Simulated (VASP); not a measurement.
# Mg3CdSe4 (P-4m2) in VASP: notebook

The runs below take Mg3CdSe4 through single point, with PBE.

All numbers are computed with VASP 6.6.1; they aren't measurements. Logs are shortened: lines on timing, memory, paths and dates and some standing lists are left out, and cuts for length are marked.

### 1 The cell of the first run

It takes space group P-4m2 (No. 115, tetragonal). Conventional cell: a = 4.284 Å, b = 4.284 Å, c = 12.037 Å, α = 90.00°, β = 90.00°, γ = 90.00°. Within 3.4 Å of Mg (site symmetry 2mm) lie 4 Se at 2.60 Å. Mg (site symmetry -4m2) has 4 Se at 2.60 Å within 3.4 Å. Within 3.5 Å of Cd (site symmetry -4m2) lie 4 Se at 2.67 Å. Within 3.4 Å of Se (site symmetry 2mm) lie 4 Mg at 2.60 Å. Within 3.4 Å of Se (site symmetry 2mm) lie 2 Mg at 2.60 Å and 2 Cd at 2.67 Å.

### 2 Single point, PBE

File INCAR:

```
SYSTEM = Mg3CdSe4
ALGO = Normal
EDIFF = 1E-6
ENCUT = 520
GGA = PE
ISIF = 2
ISMEAR = 0
LASPH = .True.
LCHARG = .False.
LREAL = .False.
LWAVE = .False.
NBANDS = 31
NELM = 60
PREC = Accurate
SIGMA = 0.1
```

File KPOINTS:

```
k-points
0
Gamma
  4 4 2
  0 0 0
```

File POSCAR:

```
Mg3CdSe4
1.0
    4.2840620000      0.0000000000      0.0000000000
    0.0000000000      4.2840620000      0.0000000000
    0.0000000000      0.0000000000     12.0372590000
Mg Cd Se
3 1 4
Direct
    0.0000000000      0.0000000000      0.7546140000
    0.5000000000      0.5000000000      0.0000000000
    0.0000000000      0.0000000000      0.2453860000
    0.5000000000      0.5000000000      0.5000000000
    0.5000000000      0.0000000000      0.1226960000
    0.0000000000      0.5000000000      0.3670790000
    0.5000000000      0.0000000000      0.6329210000
    0.0000000000      0.5000000000      0.8773040000
```

Potentials or basis: VASP PAW PBE potentials, release 64 (Mg, Cd, Se).

Run with:

```
> cat potpaw_PBE.64/Mg/POTCAR potpaw_PBE.64/Cd/POTCAR potpaw_PBE.64/Se/POTCAR > POTCAR
> mpirun -np 1 vasp_std > vasp.out
```

OUTCAR:

```text
SYSTEM = Mg3CdSe4
   EDIFF = 1E-6
   ENCUT = 520
   GGA = PE
   ISIF = 2
   ISMEAR = 0
   LASPH = .True.
   LREAL = .False.
   NELM = 60
   PREC = Accurate

 ion  position               nearest neighbor table
   1  0.000  0.000  0.755-   7 2.60   7 2.60   8 2.60   8 2.60
   2  0.500  0.500  0.000-   5 2.60   8 2.60   5 2.60   8 2.60
   3  0.000  0.000  0.245-   6 2.60   6 2.60   5 2.60   5 2.60
   4  0.500  0.500  0.500-   6 2.67   7 2.67   7 2.67   6 2.67
   5  0.500  0.000  0.123-   3 2.60   3 2.60   2 2.60   2 2.60
   6  0.000  0.500  0.367-   3 2.60   3 2.60   4 2.67   4 2.67
   7  0.500  0.000  0.633-   1 2.60   1 2.60   4 2.67   4 2.67
   8  0.000  0.500  0.877-   1 2.60   1 2.60   2 2.60   2 2.60

  LATTYP: Found a simple tetragonal cell.
 ALAT       =     4.2840620000
 C/A-ratio  =     2.8097770294

  Lattice vectors:

 A1 = (   4.2840620000,   0.0000000000,   0.0000000000)
 A2 = (   0.0000000000,   4.2840620000,   0.0000000000)
 A3 = (   0.0000000000,   0.0000000000,  12.0372590000)

Analysis of symmetry for initial positions (statically):
=====================================================================
 Subroutine PRICEL returns:
 Original cell was already a primitive cell.

 Routine SETGRP: Setting up the symmetry group for a
 simple tetragonal supercell.

 Subroutine GETGRP returns: Found  8 space group operations
 (whereof  8 operations were pure point group operations)
 out of a pool of 16 trial point group operations.

The static configuration has the point symmetry D_2d.

Analysis of symmetry for dynamics (positions and initial velocities):
=====================================================================
 Subroutine PRICEL returns:
 Original cell was already a primitive cell.

 Routine SETGRP: Setting up the symmetry group for a
 simple tetragonal supercell.

 Subroutine GETGRP returns: Found  8 space group operations
 (whereof  8 operations were pure point group operations)
 out of a pool of 16 trial point group operations.

The dynamic configuration has the point symmetry D_2d.

 Subroutine INISYM returns: Found  8 space group operations
 (whereof  8 operations are pure point group operations),
 and found     1 'primitive' translations

----------------------------------------------------------------------------------------

                                     Primitive cell

  volume of cell :     220.9221

  direct lattice vectors                    reciprocal lattice vectors
     4.284062000  0.000000000  0.000000000     0.233423326  0.000000000  0.000000000
     0.000000000  4.284062000  0.000000000     0.000000000  0.233423326  0.000000000
     0.000000000  0.000000000 12.037259000     0.000000000  0.000000000  0.083075391

  length of vectors
     4.284062000  4.284062000 12.037259000     0.233423326  0.233423326  0.083075391

  position of ions in fractional coordinates (direct lattice)
     0.000000000  0.000000000  0.754614000
     0.500000000  0.500000000  0.000000000
     0.000000000  0.000000000  0.245386000
     0.500000000  0.500000000  0.500000000
     0.500000000  0.000000000  0.122696000
     0.000000000  0.500000000  0.367079000
     0.500000000  0.000000000  0.632921000
     0.000000000  0.500000000  0.877304000

  ion indices of the primitive-cell ions
   primitive index   ion index
                 1           1
                 2           2
                 3           3
                 4           4
                 5           5
                 6           6
                 7           7
                 8           8

----------------------------------------------------------------------------------------

 KPOINTS: k-points

Automatic generation of k-mesh.
 Grid dimensions read from file:
 generate k-points for:    4    4    2

 Generating k-lattice:

  Cartesian coordinates                     Fractional coordinates (reciprocal lattice)
     0.058355831  0.000000000  0.000000000     0.250000000  0.000000000  0.000000000
     0.000000000  0.058355831  0.000000000     0.000000000  0.250000000  0.000000000
     0.000000000  0.000000000  0.041537696     0.000000000  0.000000000  0.500000000

  Length of vectors
     0.058355831  0.058355831  0.041537696

  Shift w.r.t. Gamma in fractional coordinates (k-lattice)
     0.000000000  0.000000000  0.000000000

 Subroutine IBZKPT returns following result:
 ===========================================

 Found     12 irreducible k-points:

 Following reciprocal coordinates:
            Coordinates               Weight
  0.000000  0.000000  0.000000      1.000000
  0.250000  0.000000  0.000000      4.000000
  0.500000  0.000000  0.000000      2.000000
  0.250000  0.250000  0.000000      4.000000
  0.500000  0.250000  0.000000      4.000000
  0.500000  0.500000  0.000000      1.000000
  0.000000  0.000000  0.500000      1.000000
  0.250000  0.000000  0.500000      4.000000
  0.500000  0.000000  0.500000      2.000000
  0.250000  0.250000  0.500000      4.000000
  0.500000  0.250000  0.500000      4.000000
  0.500000  0.500000  0.500000      1.000000
   k-points           NKPTS =     12   k-points in BZ     NKDIM =     12   number of bands    NBANDS=     31
   number of dos      NEDOS =    301   number of ions     NIONS =      8
   total plane-waves  NPLWV =  92160
   dimension x,y,z NGX =    32 NGY =   32 NGZ =   90
   dimension x,y,z NGXF=    64 NGYF=   64 NGZF=  180
   ions per type =               3   1   4
   NGX,Y,Z   is equivalent  to a cutoff of  12.42, 12.42, 12.43 a.u.
   NGXF,Y,Z  is equivalent  to a cutoff of  24.84, 24.84, 24.86 a.u.
 SYSTEM =  Mg3CdSe4
   PREC   = accura    normal or accurate (medium, high low for compatibility)
   ISTART =      0    job   : 0-new  1-cont  2-samecut
   ICHARG =      2    charge: 1-file 2-atom 10-const
   ISPIN  =      1    spin polarized calculation?
   LNONCOLLINEAR =      F non collinear calculations
   LSORBIT =      F    spin-orbit coupling
   LASPH  =      T    aspherical Exc in radial PAW
   ENCUT  =  520.0 eV  38.22 Ry    6.18 a.u.   7.97  7.97 22.38*2*pi/ulx,y,z
   NELM   =     60;   NELMIN=  2; NELMDL= -5     # of ELM steps
   EDIFF  = 0.1E-05   stopping-criterion for ELM
   LREAL  =      F    real-space projection
   EDIFFG = 0.1E-04   stopping-criterion for IOM
   NSW    =      0    number of steps for IOM
   IBRION =     -1    ionic relax: 0-MD 1-quasi-New 2-CG
   NFREE  =      0    steps in history (QN), initial steepest desc. (CG)
   ISIF   =      2    stress and relaxation
   ISYM   =      2    0-nonsym 1-usesym 2-fastsym
   POTIM  = 0.5000    time-step for ionic-motion
   TEBEG  =    0.0;   TEEND  =   0.0 temperature during run
   PSTRESS=    0.0 pullay stress
   NELECT =      42.0000    total number of electrons
   NUPDOWN=      -1.0000    fix difference up-down
   EMIN   =  10.00;   EMAX   =-10.00  energy-range for DOS
   EFERMI =   0.00;   METHOD = LEGACY
   ISMEAR =     0;   SIGMA  =   0.10  broadening in eV -4-tet -1-fermi 0-gaus
   EFERMI_NEDOS =   21; number of points for ismear=-14 and -15
   IALGO  =     38    algorithm
   IMIX   =      4    mixing-type and parameters
     AMIX     =   0.40;   BMIX     =  1.00
     AMIX_MAG =   1.60;   BMIX_MAG =  1.00
  volume/ion in A,a.u.               =      27.62       186.36
  Fermi-wavevector in a.u.,A,eV,Ry     =   0.941336  1.778868 12.056318  0.886114
  Thomas-Fermi vector in A             =   2.068837
   LORBIT       =      0    0 simple, 1 ext, 2 COOP (PROOUT), +10 PAW based schemes
   GGA     = PE    functional components
   LHFCALC =     F    Hartree Fock is set to
   AEXX    =    0.0000 exact exchange contribution
   IVDW    =     0    specifies the selected vdW correction
   LEPSILON=     F    determine dielectric tensor
   LRPA    =     F    only Hartree local field effects (RPA)
 non-spin polarized calculation
 Gauss-broadening in eV      SIGMA  =   0.10
  energy-cutoff  :      520.00
  volume of cell :      220.92
 maximum number of plane-waves:      6000
 NGX is ok and might be reduce to    32
   NGX = 15   NGY = 15   NGZ = 45

 number of electron      41.9999989 magnetization

 Free energy of the ion-electron system (eV)
  ---------------------------------------------------
  ext. energy  EPLUGINS =         0.00000000
  ---------------------------------------------------
  free energy    TOTEN  =       -28.00761476 eV

  energy without entropy =      -28.00761476  energy(sigma->0) =      -28.00761476

 E-fermi :   1.0697     XC(G=0):  -8.2398

 val. band max:        0.6097598228   @ k =   0.0000   0.0000   0.0000
 cond. band min:       2.4707807738   @ k =   0.0000   0.0000   0.0000
 fundamental gap:      1.8610209510
 Fermi energy:         1.0696680753

 k-point     1 :       0.0000    0.0000    0.0000
  band No.  band energies     occupation
      1     -11.1983      2.00000
      2     -10.9463      2.00000
      3     -10.8539      2.00000
      4     -10.5248      2.00000
      5      -6.6750      2.00000
      6      -6.6750      2.00000
[... 23 lines left out ...]
     30       7.2691      0.00000
     31       7.3046      0.00000

 k-point     2 :       0.2500    0.0000    0.0000
  band No.  band energies     occupation
      1     -11.0472      2.00000
      2     -10.8673      2.00000
      3     -10.7705      2.00000
      4     -10.5310      2.00000
      5      -6.6682      2.00000
      6      -6.6433      2.00000
[... 23 lines left out ...]
     30       7.5027      0.00000
     31       7.5772      0.00000

 k-point     3 :       0.5000    0.0000    0.0000
  band No.  band energies     occupation
      1     -10.8301      2.00000
      2     -10.8013      2.00000
      3     -10.6321      2.00000
      4     -10.6321      2.00000
      5      -6.6611      2.00000
      6      -6.5971      2.00000
[... 23 lines left out ...]
     30       7.2828      0.00000
     31       7.3498      0.00000

 k-point     4 :       0.2500    0.2500    0.0000
  band No.  band energies     occupation
      1     -10.9209      2.00000
      2     -10.7956      2.00000
      3     -10.6865      2.00000
      4     -10.5092      2.00000
      5      -6.6420      2.00000
      6      -6.5842      2.00000
[... 23 lines left out ...]
     30       7.4932      0.00000
     31       7.6295      0.00000

 k-point     5 :       0.5000    0.2500    0.0000
  band No.  band energies     occupation
      1     -10.7552      2.00000
      2     -10.7393      2.00000
      3     -10.5506      2.00000
      4     -10.5506      2.00000
      5      -6.6103      2.00000
      6      -6.5252      2.00000
[... 23 lines left out ...]
     30       7.8607      0.00000
     31       7.8665      0.00000

 k-point     6 :       0.5000    0.5000    0.0000
  band No.  band energies     occupation
      1     -10.6766      2.00000
      2     -10.6766      2.00000
      3     -10.4647      2.00000
      4     -10.4647      2.00000
      5      -6.5628      2.00000
      6      -6.5358      2.00000
[... 23 lines left out ...]
     30       7.7202      0.00000
     31       7.7202      0.00000

 k-point     7 :       0.0000    0.0000    0.5000
  band No.  band energies     occupation
      1     -11.1341      2.00000
      2     -11.0939      2.00000
      3     -10.7308      2.00000
      4     -10.5645      2.00000
      5      -6.6750      2.00000
      6      -6.6750      2.00000
[... 23 lines left out ...]
     30       7.5875      0.00000
     31       7.5875      0.00000

 k-point     8 :       0.2500    0.0000    0.5000
  band No.  band energies     occupation
      1     -11.0084      2.00000
      2     -10.9546      2.00000
      3     -10.7022      2.00000
      4     -10.5507      2.00000
      5      -6.6682      2.00000
      6      -6.6432      2.00000
[... 23 lines left out ...]
     30       7.4618      0.00000
     31       7.6271      0.00000

 k-point     9 :       0.5000    0.0000    0.5000
  band No.  band energies     occupation
      1     -10.8301      2.00000
      2     -10.8011      2.00000
      3     -10.6323      2.00000
      4     -10.6322      2.00000
      5      -6.6611      2.00000
      6      -6.5972      2.00000
[... 23 lines left out ...]
     30       7.4496      0.00000
     31       7.4995      0.00000

 k-point    10 :       0.2500    0.2500    0.5000
  band No.  band energies     occupation
      1     -10.8995      2.00000
      2     -10.8404      2.00000
      3     -10.6540      2.00000
      4     -10.5183      2.00000
      5      -6.6421      2.00000
      6      -6.5842      2.00000
[... 23 lines left out ...]
     30       7.2748      0.00000
     31       7.5357      0.00000

 k-point    11 :       0.5000    0.2500    0.5000
  band No.  band energies     occupation
      1     -10.7551      2.00000
      2     -10.7392      2.00000
      3     -10.5507      2.00000
      4     -10.5506      2.00000
      5      -6.6104      2.00000
      6      -6.5252      2.00000
[... 23 lines left out ...]
     30       7.7752      0.00000
     31       7.8822      0.00000

 k-point    12 :       0.5000    0.5000    0.5000
  band No.  band energies     occupation
      1     -10.6766      2.00000
      2     -10.6766      2.00000
      3     -10.4647      2.00000
      4     -10.4647      2.00000
      5      -6.5628      2.00000
      6      -6.5358      2.00000
[... 23 lines left out ...]
     30       9.2666      0.00000
     31       9.2805      0.00000

------------------------ aborting loop because EDIFF is reached ----------------------------------------

  FORCE on cell =-STRESS in cart. coord.  units (eV):
  Direction    XX          YY          ZZ          XY          YZ          ZX
  --------------------------------------------------------------------------------------
  -------------------------------------------------------------------------------------
  Total        0.1223382      0.1223382     -0.0242514      0.0000000      0.0000000      0.0000000
  in kB        0.8872244      0.8872244     -0.1758769      0.0000000      0.0000000      0.0000000
  external PRESSURE =       0.5328573 kB  Pullay stress =       0.0000000 kB

 VOLUME and BASIS-vectors are now :
 -----------------------------------------------------------------------------
  energy-cutoff  :      520.00
  volume of cell :      220.92
      direct lattice vectors                 reciprocal lattice vectors
     4.284062000  0.000000000  0.000000000     0.233423326  0.000000000  0.000000000
     0.000000000  4.284062000  0.000000000     0.000000000  0.233423326  0.000000000
     0.000000000  0.000000000 12.037259000     0.000000000  0.000000000  0.083075391

 POSITION                                       TOTAL-FORCE (eV/Angst)
 -----------------------------------------------------------------------------------
      0.00000      0.00000      9.08348        -0.000000      0.000000     -0.004837
      2.14203      2.14203      0.00000        -0.000000      0.000000      0.000000
      0.00000      0.00000      2.95377        -0.000000      0.000000      0.004837
      2.14203      2.14203      6.01863         0.000000     -0.000000      0.000000
      2.14203      0.00000      1.47692        -0.000000      0.000000     -0.000392
      0.00000      2.14203      4.41862        -0.000000      0.000000     -0.047172
      2.14203      0.00000      7.61863        -0.000000      0.000000      0.047172
      0.00000      2.14203     10.56034        -0.000000      0.000000      0.000392
 -----------------------------------------------------------------------------------
    total drift:                                0.000000      0.000000      0.000000

  FREE ENERGIE OF THE ION-ELECTRON SYSTEM (eV)
  ---------------------------------------------------
  free  energy   TOTEN  =       -28.0076147589 eV

  energy  without entropy=      -28.0076147589  energy(sigma->0) =      -28.00761476
```

It took 1.9 min on 1 thread of AMD EPYC 7R43 (Zen 3), shared host; peak memory 0.29 GiB.

What came out:

| Item | Value |
| --- | --- |
| Free energy | -28.0076 eV |
| Pressure | 0.1 GPa |
| Largest force | 0.047 eV/Å |
| Band gap on the k mesh | 1.86 eV, direct |

Forces on the atoms (eV/Å):
```
Mg   0.000  0.000 -0.005
Mg   0.000  0.000  0.000
Mg   0.000  0.000  0.005
Cd   0.000  0.000  0.000
Se   0.000  0.000  0.000
Se   0.000  0.000 -0.047
Se   0.000  0.000  0.047
Se   0.000  0.000  0.000
```

Stress tensor (GPa, compression positive):
```
 0.09  0.00  0.00
 0.00  0.09  0.00
 0.00  0.00 -0.02
```

PBE gaps usually lie below the measured ones, often by a third to a half.

### 3 Single point, PBE

File INCAR:

```
PREC = Accurate ; ENCUT = 520
EDIFF = 1E-6 ; ISMEAR = 0
SIGMA = 0.02 ; LREAL = False
LASPH = True ; NELM = 80
ALGO = Normal ; ISIF = 2
LWAVE = False ; LCHARG = False
GGA = PE ; NBANDS = 31
```

File KPOINTS:

```
regular mesh
0
Gamma
  6 6 4
```

POSCAR is that of step 2.

Potentials or basis: VASP PAW PBE potentials, release 64 (Mg, Cd, Se).

Run with:

```
> cat potpaw_PBE.64/Mg/POTCAR potpaw_PBE.64/Cd/POTCAR potpaw_PBE.64/Se/POTCAR > POTCAR
> mpirun -np 1 vasp_std > vasp.out
```

Run time: 4.1 min. Hardware: 1 thread of AMD EPYC 7R43 (Zen 3), shared host; peak memory 0.4 GiB.

It converged, with:

- Free energy: -28.0395 eV
- Pressure: 0.0 GPa
- Largest force: 0.037 eV/Å
- Band gap on the k mesh: 1.86 eV, direct

Forces in eV/Å, atoms in the order of the input:
```
Mg   0.000  0.000 -0.001
Mg   0.000  0.000  0.000
Mg   0.000  0.000  0.001
Cd   0.000  0.000  0.000
Se   0.000  0.000  0.000
Se   0.000  0.000 -0.037
Se   0.000  0.000  0.037
Se   0.000  0.000  0.000
```

Levels at points of the mesh, in eV from the valence-band top:
| k point | band 19 | band 20 | band 21 | band 22 | band 23 | band 24 |
| --- | --- | --- | --- | --- | --- | --- |
| (0.00, 0.00, 0.00) | -0.09 | 0.00 | 0.00 | 1.86 | 3.37 | 4.16 |
| (0.50, 0.00, 0.00) | -0.54 | -0.45 | -0.23 | 3.16 | 3.86 | 4.87 |
| (0.50, 0.50, 0.00) | -1.28 | -1.28 | -1.27 | 3.32 | 3.32 | 3.93 |
| (0.00, 0.00, 0.50) | -0.47 | -0.09 | -0.09 | 2.68 | 3.17 | 3.62 |
| (0.50, 0.00, 0.50) | -0.67 | -0.61 | -0.24 | 3.47 | 4.42 | 4.45 |
| (0.50, 0.50, 0.50) | -1.46 | -1.42 | -1.42 | 3.91 | 3.91 | 4.16 |
